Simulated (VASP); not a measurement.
Input of a VASP 6.6.1 run:

The input INCAR:

```
PREC = Accurate ; ENCUT = 600
EDIFF = 1E-6 ; ISMEAR = -1
SIGMA = 0.05 ; LREAL = F
LASPH = T ; NELM = 60
ALGO = Normal ; ISIF = 3
LWAVE = F ; LCHARG = F
GGA = CA ; IBRION = 2
NSW = 60 ; EDIFFG = -0.01
```

KPOINTS

```
regular mesh
0
Gamma
  10 10 8
```

The input POSCAR:

```
MgB2
1.0
    3.0850000000      0.0000000000      0.0000000000
   -1.5425000000      2.6716883707      0.0000000000
    0.0000000000      0.0000000000      3.5230000000
Mg B
1 2
Direct
    0.0000000000      0.0000000000      0.0000000000
    0.6666666667      0.3333333333      0.5000000000
    0.3333333333      0.6666666667      0.5000000000
```

Potentials or basis: VASP PAW LDA potentials, release 64 (Mg, B).

Command:

```console
$ cat potpaw_LDA.64/Mg/POTCAR potpaw_LDA.64/B/POTCAR > POTCAR
$ mpirun -np 1 vasp_std > vasp.out
```

(1) Predict the relaxed volume.

(2) Predict the relaxed cell.

Answers

(1) 9.15 Å³/atom.

(2) a = 3.039 Å, b = 3.039 Å, c = 3.431 Å, α = 90.00°, β = 90.00°, γ = 120.00°.
